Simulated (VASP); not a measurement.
Input of a VASP 6.6.1 run:

The input INCAR:

```
PREC     = Accurate       # precision mode
ENCUT    = 520            # plane-wave cutoff, eV
EDIFF    = 1E-7           # SCF threshold, eV
ISMEAR   = -1             # smearing method
SIGMA    = 0.1            # smearing width, eV
LREAL    = F              # projectors in reciprocal space
LASPH    = T              # aspherical terms in the spheres
NELM     = 60             # most SCF steps
ALGO     = Normal         # electronic algorithm
ISIF     = 2              # what is computed and relaxed
LWAVE    = F              # write WAVECAR
LCHARG   = F              # write CHGCAR
GGA      = PS             # functional
NBANDS   = 8              # bands
```

KPOINTS

```
Automatic mesh
0
Gamma
  7 7 6
```

The input POSCAR:

```
Sb
1.0
    4.5071740000      0.0000000000      0.0000000000
   -2.2535870000      3.9033270000      0.0000000000
    0.0000000000      0.0000000000      4.6399810000
Sb
1
Direct
    0.6666666667      0.3333333333      0.5000000000
```

Potentials or basis: VASP PAW PBE potentials, release 64 (Sb).

Run with:

```console
$ cat potpaw_PBE.64/Sb/POTCAR > POTCAR
$ mpirun -np 1 vasp_std > vasp.out
```

Task: Estimate the pressure.

Result: -5.1 GPa.

Stress tensor (GPa, compression positive):
```
-5.54  0.00  0.00
 0.00 -5.54  0.00
 0.00  0.00 -4.33
```

Caveat: the PAW data sets were made with another functional, which shifts forces and pressure a little.
